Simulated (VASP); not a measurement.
# TiO2 (P4_2/mnm) in VASP: a series of runs

Aim: see how the results for TiO2 move with the level of theory and the settings. Levels: PBE, BLYP+D3(BJ). Tasks: single point.

Program: VASP 6.6.1. These are calculated values, not measurements. Logs are shortened: lines on timing, memory, paths and dates and some standing lists are left out, and cuts for length are marked.

**1. The cell of the first run**

Symmetry: P4_2/mnm, No. 136, tetragonal system. Conventional cell: a = 4.643 Å, b = 4.643 Å, c = 2.964 Å, α = 90.00°, β = 90.00°, γ = 90.00°. Ti (site symmetry mmm) has 6 O at 1.96 to 2.00 Å within 2.6 Å. Within 2.6 Å of O (site symmetry m2m) lie 3 Ti at 1.96 to 2.00 Å and 1 O at 2.56 Å.

**2. Single point, PBE**

INCAR reads:

```
SYSTEM = TiO2
PREC = Accurate
ENCUT = 520
EDIFF = 1E-6
ISMEAR = -1
SIGMA = 0.05
LREAL = .FALSE.
LASPH = .TRUE.
NELM = 100
ALGO = Normal
ISIF = 2
LWAVE = .FALSE.
LCHARG = .FALSE.
GGA = PE
NBANDS = 33
```

KPOINTS reads:

```
Automatic mesh
0
G
  6 6 9
  0 0 0
```

POSCAR reads:

```
TiO2
1.0
    4.6433229902      0.0000000000      0.0000000000
    0.0000000000      4.6433229902      0.0000000000
    0.0000000000      0.0000000000      2.9638533177
Ti O
2 4
Direct
    0.0000000000      0.0000000000      0.5000000000
    0.5000000000      0.5000000000      0.0000000000
    0.3051282462      0.3051282462      0.5000000000
    0.1948717538      0.8051282462      0.0000000000
    0.8051282462      0.1948717538      0.0000000000
    0.6948717538      0.6948717538      0.5000000000
```

Potentials or basis: VASP PAW PBE potentials, release 64 (Ti_sv, O).

Started as:

```
> cat potpaw_PBE.64/Ti_sv/POTCAR potpaw_PBE.64/O/POTCAR > POTCAR
> mpirun -np 1 vasp_std > vasp.out
```

OUTCAR:

```text
SYSTEM = TiO2
   PREC = Accurate
   ENCUT = 520
   EDIFF = 1E-6
   ISMEAR = -1
   LREAL = .FALSE.
   LASPH = .TRUE.
   NELM = 100
   ISIF = 2
   GGA = PE

 ion  position               nearest neighbor table
   1  0.000  0.000  0.500-   4 1.96   5 1.96   4 1.96   5 1.96   3 2.00   6 2.00
   2  0.500  0.500  0.000-   3 1.96   6 1.96   3 1.96   6 1.96   5 2.00   4 2.00
   3  0.305  0.305  0.500-   2 1.96   2 1.96   1 2.00
   4  0.195  0.805  0.000-   1 1.96   1 1.96   2 2.00
   5  0.805  0.195  0.000-   1 1.96   1 1.96   2 2.00
   6  0.695  0.695  0.500-   2 1.96   2 1.96   1 2.00

  LATTYP: Found a simple tetragonal cell.
 ALAT       =     4.6433229902
 C/A-ratio  =     0.6383043618

  Lattice vectors:

 A1 = (   4.6433229902,   0.0000000000,   0.0000000000)
 A2 = (   0.0000000000,   4.6433229902,   0.0000000000)
 A3 = (   0.0000000000,   0.0000000000,   2.9638533177)

Analysis of symmetry for initial positions (statically):
=====================================================================
 Subroutine PRICEL returns:
 Original cell was already a primitive cell.

 Routine SETGRP: Setting up the symmetry group for a
 simple tetragonal supercell.

 Subroutine GETGRP returns: Found 16 space group operations
 (whereof  8 operations were pure point group operations)
 out of a pool of 16 trial point group operations.

The static configuration has the point symmetry D_2h.
 The point group associated with its full space group is D_4h.

Analysis of symmetry for dynamics (positions and initial velocities):
=====================================================================
 Subroutine PRICEL returns:
 Original cell was already a primitive cell.

 Routine SETGRP: Setting up the symmetry group for a
 simple tetragonal supercell.

 Subroutine GETGRP returns: Found 16 space group operations
 (whereof  8 operations were pure point group operations)
 out of a pool of 16 trial point group operations.

The dynamic configuration has the point symmetry D_2h.
 The point group associated with its full space group is D_4h.

 Subroutine INISYM returns: Found 16 space group operations
 (whereof  8 operations are pure point group operations),
 and found     1 'primitive' translations

----------------------------------------------------------------------------------------

                                     Primitive cell

  volume of cell :      63.9020

  direct lattice vectors                    reciprocal lattice vectors
     4.643322990  0.000000000  0.000000000     0.215363007  0.000000000  0.000000000
     0.000000000  4.643322990  0.000000000     0.000000000  0.215363007  0.000000000
     0.000000000  0.000000000  2.963853318     0.000000000  0.000000000  0.337398613

  length of vectors
     4.643322990  4.643322990  2.963853318     0.215363007  0.215363007  0.337398613

  position of ions in fractional coordinates (direct lattice)
     0.000000000  0.000000000  0.500000000
     0.500000000  0.500000000  0.000000000
     0.305128246  0.305128246  0.500000000
     0.194871754  0.805128246  0.000000000
     0.805128246  0.194871754  0.000000000
     0.694871754  0.694871754  0.500000000

  ion indices of the primitive-cell ions
   primitive index   ion index
                 1           1
                 2           2
                 3           3
                 4           4
                 5           5
                 6           6

----------------------------------------------------------------------------------------

 KPOINTS: Automatic mesh

Automatic generation of k-mesh.
 Grid dimensions read from file:
 generate k-points for:    6    6    9

 Generating k-lattice:

  Cartesian coordinates                     Fractional coordinates (reciprocal lattice)
     0.035893834  0.000000000  0.000000000     0.166666667  0.000000000  0.000000000
     0.000000000  0.035893834  0.000000000     0.000000000  0.166666667  0.000000000
     0.000000000  0.000000000  0.037488735     0.000000000  0.000000000  0.111111111

  Length of vectors
     0.035893834  0.035893834  0.037488735

  Shift w.r.t. Gamma in fractional coordinates (k-lattice)
     0.000000000  0.000000000  0.000000000

 Subroutine IBZKPT returns following result:
 ===========================================

 Found     50 irreducible k-points:

 Following reciprocal coordinates:
            Coordinates               Weight
  0.000000  0.000000  0.000000      1.000000
  0.166667  0.000000  0.000000      4.000000
  0.333333  0.000000  0.000000      4.000000
  0.500000  0.000000  0.000000      2.000000
  0.166667  0.166667  0.000000      4.000000
  0.333333  0.166667  0.000000      8.000000
[... 16 lines left out ...]
  0.333333  0.000000  0.222222      8.000000
  0.500000  0.000000  0.222222      4.000000
 [... further k-points ...]
   k-points           NKPTS =     50   k-points in BZ     NKDIM =     50   number of bands    NBANDS=     33
   number of dos      NEDOS =    301   number of ions     NIONS =      6
   total plane-waves  NPLWV =  31104
   dimension x,y,z NGX =    36 NGY =   36 NGZ =   24
   dimension x,y,z NGXF=    72 NGYF=   72 NGZF=   48
   ions per type =               2   4
   NGX,Y,Z   is equivalent  to a cutoff of  12.89, 12.89, 13.46 a.u.
   NGXF,Y,Z  is equivalent  to a cutoff of  25.78, 25.78, 26.92 a.u.
 SYSTEM =  TiO2
   PREC   = accura    normal or accurate (medium, high low for compatibility)
   ISTART =      0    job   : 0-new  1-cont  2-samecut
   ICHARG =      2    charge: 1-file 2-atom 10-const
   ISPIN  =      1    spin polarized calculation?
   LNONCOLLINEAR =      F non collinear calculations
   LSORBIT =      F    spin-orbit coupling
   LASPH  =      T    aspherical Exc in radial PAW
   ENCUT  =  520.0 eV  38.22 Ry    6.18 a.u.   8.63  8.63  5.51*2*pi/ulx,y,z
   NELM   =    100;   NELMIN=  2; NELMDL= -5     # of ELM steps
   EDIFF  = 0.1E-05   stopping-criterion for ELM
   LREAL  =      F    real-space projection
   EDIFFG = 0.1E-04   stopping-criterion for IOM
   NSW    =      0    number of steps for IOM
   IBRION =     -1    ionic relax: 0-MD 1-quasi-New 2-CG
   NFREE  =      0    steps in history (QN), initial steepest desc. (CG)
   ISIF   =      2    stress and relaxation
   ISYM   =      2    0-nonsym 1-usesym 2-fastsym
   POTIM  = 0.5000    time-step for ionic-motion
   TEBEG  =    0.0;   TEEND  =   0.0 temperature during run
   PSTRESS=    0.0 pullay stress
   NELECT =      48.0000    total number of electrons
   NUPDOWN=      -1.0000    fix difference up-down
   EMIN   =  10.00;   EMAX   =-10.00  energy-range for DOS
   EFERMI =   0.00;   METHOD = LEGACY
   ISMEAR =    -1;   SIGMA  =   0.05  broadening in eV -4-tet -1-fermi 0-gaus
   EFERMI_NEDOS =   21; number of points for ismear=-14 and -15
   IALGO  =     38    algorithm
   IMIX   =      4    mixing-type and parameters
     AMIX     =   0.40;   BMIX     =  1.00
     AMIX_MAG =   1.60;   BMIX_MAG =  1.00
  volume/ion in A,a.u.               =      10.65        71.87
  Fermi-wavevector in a.u.,A,eV,Ry     =   1.488163  2.812220 30.131846  2.214628
  Thomas-Fermi vector in A             =   2.601232
   LORBIT       =      0    0 simple, 1 ext, 2 COOP (PROOUT), +10 PAW based schemes
   GGA     = PE    functional components
   LHFCALC =     F    Hartree Fock is set to
   AEXX    =    0.0000 exact exchange contribution
   IVDW    =     0    specifies the selected vdW correction
   LEPSILON=     F    determine dielectric tensor
   LRPA    =     F    only Hartree local field effects (RPA)
 non-spin polarized calculation
  energy-cutoff  :      520.00
  volume of cell :       63.90
 maximum number of plane-waves:      1748
 NGX is ok and might be reduce to    36
   NGX = 17   NGY = 17   NGZ = 11

 number of electron      48.0000021 magnetization

 Free energy of the ion-electron system (eV)
  ---------------------------------------------------
  ext. energy  EPLUGINS =         0.00000000
  ---------------------------------------------------
  free energy    TOTEN  =       -53.67622171 eV

  energy without entropy =      -53.67622171  energy(sigma->0) =      -53.67622171

 E-fermi :   5.4759     XC(G=0): -11.2846

 val. band max:        4.5768171053   @ k =   0.0000   0.0000   0.0000
 cond. band min:       6.4120167420   @ k =   0.0000   0.0000   0.0000
 fundamental gap:      1.8351996366
 Fermi energy:         5.4759499122

 k-point     1 :       0.0000    0.0000    0.0000
  band No.  band energies     occupation
      1     -52.3822      2.00000
      2     -52.3673      2.00000
      3     -28.6690      2.00000
      4     -28.6690      2.00000
      5     -28.5191      2.00000
      6     -28.5191      2.00000
[... 25 lines left out ...]
     32      11.0480      0.00000
     33      11.0495      0.00000

 k-point     2 :       0.1667    0.0000    0.0000
  band No.  band energies     occupation
      1     -52.3812      2.00000
      2     -52.3683      2.00000
      3     -28.6613      2.00000
      4     -28.6606      2.00000
      5     -28.5284      2.00000
      6     -28.5277      2.00000
[... 25 lines left out ...]
     32      10.9622      0.00000
     33      10.9799      0.00000

 k-point     3 :       0.3333    0.0000    0.0000
  band No.  band energies     occupation
      1     -52.3784      2.00000
      2     -52.3710      2.00000
      3     -28.6409      2.00000
      4     -28.6392      2.00000
      5     -28.5515      2.00000
      6     -28.5497      2.00000
[... 25 lines left out ...]
     32      10.7911      0.00000
     33      10.8252      0.00000

 k-point     4 :       0.5000    0.0000    0.0000
  band No.  band energies     occupation
      1     -52.3747      2.00000
      2     -52.3747      2.00000
      3     -28.6240      2.00000
      4     -28.6240      2.00000
      5     -28.5675      2.00000
      6     -28.5675      2.00000
[... 25 lines left out ...]
     32      10.4549      0.00000
     33      10.7206      0.00000

 k-point     5 :       0.1667    0.1667    0.0000
  band No.  band energies     occupation
      1     -52.3803      2.00000
      2     -52.3692      2.00000
      3     -28.6717      2.00000
      4     -28.6380      2.00000
      5     -28.5521      2.00000
      6     -28.5175      2.00000
[... 604 lines left out ...]
 k-point    22 :       0.1667    0.0000    0.2222
  band No.  band energies     occupation
      1     -52.3637      2.00000
      2     -52.3539      2.00000
      3     -28.6582      2.00000
      4     -28.6378      2.00000
      5     -28.6138      2.00000
      6     -28.6096      2.00000
[... 25 lines left out ...]
     32      10.2664      0.00000
     33      10.5278      0.00000

 k-point    23 :       0.3333    0.0000    0.2222
  band No.  band energies     occupation
      1     -52.3616      2.00000
      2     -52.3559      2.00000
      3     -28.6620      2.00000
      4     -28.6482      2.00000
      5     -28.5964      2.00000
      6     -28.5884      2.00000
[... 25 lines left out ...]
     32       9.8552      0.00000
     33      10.5887      0.00000

 k-point    24 :       0.5000    0.0000    0.2222
  band No.  band energies     occupation
      1     -52.3588      2.00000
      2     -52.3588      2.00000
      3     -28.6579      2.00000
      4     -28.6579      2.00000
      5     -28.5803      2.00000
      6     -28.5803      2.00000
[... 25 lines left out ...]
     32       9.6691      0.00000
     33      10.9651      0.00000

 [... further k-points ...]
[... 5 lines left out ...]
  --------------------------------------------------------------------------------------
  -------------------------------------------------------------------------------------
  Total        0.2235914      0.2235914      0.3542117     -0.0000000      0.0000000      0.0000000
  in kB        5.6059764      5.6059764      8.8809414     -0.0000000      0.0000000      0.0000000
  external PRESSURE =       6.6976314 kB  Pullay stress =       0.0000000 kB

 VOLUME and BASIS-vectors are now :
 -----------------------------------------------------------------------------
  energy-cutoff  :      520.00
  volume of cell :       63.90
      direct lattice vectors                 reciprocal lattice vectors
     4.643322990  0.000000000  0.000000000     0.215363007  0.000000000  0.000000000
     0.000000000  4.643322990  0.000000000     0.000000000  0.215363007  0.000000000
     0.000000000  0.000000000  2.963853318     0.000000000  0.000000000  0.337398613

 POSITION                                       TOTAL-FORCE (eV/Angst)
 -----------------------------------------------------------------------------------
      0.00000      0.00000      1.48193         0.000000      0.000000      0.000000
      2.32166      2.32166      0.00000         0.000000      0.000000      0.000000
      1.41681      1.41681      1.48193        -0.020301     -0.020301     -0.000000
      0.90485      3.73847      0.00000         0.020301     -0.020301     -0.000000
      3.73847      0.90485      0.00000        -0.020301      0.020301      0.000000
      3.22651      3.22651      1.48193         0.020301      0.020301      0.000000
 -----------------------------------------------------------------------------------
    total drift:                                0.000000      0.000000     -0.000000

  FREE ENERGIE OF THE ION-ELECTRON SYSTEM (eV)
  ---------------------------------------------------
  free  energy   TOTEN  =       -53.6762217065 eV

  energy  without entropy=      -53.6762217059  energy(sigma->0) =      -53.67622171
```

Wall time 85 s (1 thread of Intel Xeon Platinum 8259CL at 2.50GHz (Skylake/Cascade Lake), shared host); peak memory 0.22 GiB.

What came out:

* Free energy: -53.6762 eV
* Pressure: 0.7 GPa
* Largest force: 0.029 eV/Å
* Band gap on the k mesh: 1.84 eV, direct

Forces in eV/Å, atoms in the order of the input:
```
Ti   0.000  0.000  0.000
Ti   0.000  0.000  0.000
O   -0.020 -0.020  0.000
O    0.020 -0.020  0.000
O   -0.020  0.020  0.000
O    0.020  0.020  0.000
```

Stress tensor (GPa, compression positive):
```
0.56 0.00 0.00
0.00 0.56 0.00
0.00 0.00 0.89
```

Levels at points of the mesh, in eV from the valence-band top:
```tsv
k point	band 21	band 22	band 23	band 24	band 25	band 26	band 27	band 28
(0.00, 0.00, 0.00)	-0.67	-0.43	-0.43	0.00	1.84	2.12	2.39	2.47
(0.50, 0.00, 0.00)	-1.55	-1.55	-0.71	-0.71	2.48	2.48	2.95	2.95
(0.50, 0.50, 0.00)	-1.24	-1.24	-1.04	-1.04	1.87	1.87	2.48	2.48
```

**3. Single point, BLYP+D3(BJ)**

This run uses another cell than the first one, of 10.85 Å³/atom, 1.019 times its volume.

INCAR reads:

```
SYSTEM = TiO2
PREC = Accurate
ENCUT = 520
EDIFF = 1E-6
ISMEAR = -1
SIGMA = 0.05
LREAL = .False.
LASPH = .True.
NELM = 80
ALGO = Normal
ISIF = 2
LWAVE = .False.
LCHARG = .True.
GGA = B5
ALDAX = 1.0
AGGAX = 1.0
AGGAC = 1.0
ALDAC = 0.0
IVDW = 12
VDW_S6 = 1.0
VDW_S8 = 2.6996
VDW_A1 = 0.4298
VDW_A2 = 4.2359
LELF = .True.
LVHAR = .True.
NBANDS = 33
```

KPOINTS reads:

```
regular mesh
0
Gamma
  6 6 9
  0 0 0
```

POSCAR reads:

```
TiO2
1.0
    4.6603684408      0.0000000000      0.0000000000
    0.0000000000      4.6603684408      0.0000000000
    0.0000000000      0.0000000000      2.9981550462
Ti O
2 4
Direct
    0.0000000000      0.0000000000      0.5000000000
    0.5000000000      0.5000000000      0.0000000000
    0.3043213200      0.3043213200      0.5000000000
    0.1956786800      0.8043213200      0.0000000000
    0.8043213200      0.1956786800      0.0000000000
    0.6956786800      0.6956786800      0.5000000000
```

Potentials or basis: VASP PAW PBE potentials, release 64 (Ti_sv, O).

Started as:

```
> cat potpaw_PBE.64/Ti_sv/POTCAR potpaw_PBE.64/O/POTCAR > POTCAR
> mpirun -np 1 vasp_std > vasp.out
```

It took 99 s on 1 thread of AMD EPYC 9R14 (Zen 4), shared host; peak memory 0.2 GiB.

It converged, with:

```
Free energy                : -54.6547 eV
Pressure                   : -6.6 GPa
Largest force              : 0.066 eV/Å
Band gap on the k mesh     : 1.74 eV, direct
Dispersion energy per atom : -0.520 eV
```

Forces on the atoms (eV/Å):
```
Ti   0.000  0.000  0.000
Ti   0.000  0.000  0.000
O    0.047  0.047  0.000
O   -0.047  0.047  0.000
O    0.047 -0.047  0.000
O   -0.047 -0.047  0.000
```

Stress tensor (GPa, compression positive):
```
-6.10  0.00  0.00
 0.00 -6.10  0.00
 0.00  0.00 -7.46
```

Levels at points of the mesh, in eV from the valence-band top:
```tsv
k point	band 20	band 21	band 22	band 23	band 24	band 25	band 26	band 27	band 28	band 29
(0.00, 0.00, 0.00)	-1.93	-0.71	-0.45	-0.45	0.00	1.74	2.01	2.22	2.31	2.31
(0.50, 0.00, 0.00)	-2.95	-1.60	-1.60	-0.69	-0.69	2.35	2.35	2.79	2.79	3.31
(0.50, 0.50, 0.00)	-2.06	-1.29	-1.29	-1.06	-1.06	1.77	1.77	2.33	2.33	3.55
```

Caveat: the PAW data sets were made with another functional, which shifts forces and pressure a little.
